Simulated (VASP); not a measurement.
Crystal: Ta3SnO4.

```
CELL_PARAMETERS angstrom
4.52693 0.00000 0.00000
0.00000 4.52693 0.00000
0.00000 0.00000 4.52693
ATOMIC_POSITIONS crystal
Ta 0.00000 0.50000 0.50000
Ta 0.50000 0.00000 0.50000
Ta 0.50000 0.50000 0.00000
Sn 0.00000 0.00000 0.00000
O 0.50000 0.00000 0.00000
O 0.50000 0.50000 0.50000
O 0.00000 0.00000 0.50000
O 0.00000 0.50000 0.00000
```

The cell was built from a structure type or drawn by symmetry, and may not be a known phase.

```yaml
Program: VASP 6.6.1
Task: relaxation of cell and atoms
Functional: PBE
Potentials_or_basis: VASP PAW PBE potentials, release 64 (Ta_pv, Sn_d, O)
Cutoff: 600 eV
k_mesh: 4 × 4 × 4
Occupations: gaussian, width 0.1 eV
Spin: no spin polarisation
```

At the start: pressure 16.2 GPa; volume 11.60 Å³/atom.

Question: How do energy, volume and symmetry change on relaxing?

Answer: Over 3 steps the energy falls by 43.3 meV/atom and the volume is 12.52 Å³/atom (+8.0 %); space group Pm-3m (No. 221, to 0.1 Å) before and after.

The path:
```tsv
step	energy change (eV)	largest force (eV/Å)	pressure (GPa)	volume (Å³)
1	0.0000	0.0000	16.18	92.77
2	0.0666	0.0000	-12.68	109.40
3	-0.3464	0.0000	-0.30	100.16
```

Final structure:
```
CELL_PARAMETERS angstrom
4.64407 0.00000 0.00000
0.00000 4.64407 0.00000
0.00000 0.00000 4.64407
ATOMIC_POSITIONS crystal
Ta 0.00000 0.50000 0.50000
Ta 0.50000 0.00000 0.50000
Ta 0.50000 0.50000 0.00000
Sn 0.00000 0.00000 0.00000
O 0.50000 0.00000 0.00000
O 0.50000 0.50000 0.50000
O 0.00000 0.00000 0.50000
O 0.00000 0.50000 0.00000
```

Caveat: an odd number of electrons without spin polarisation forces a metal; a magnetic or distorted state may lie lower.
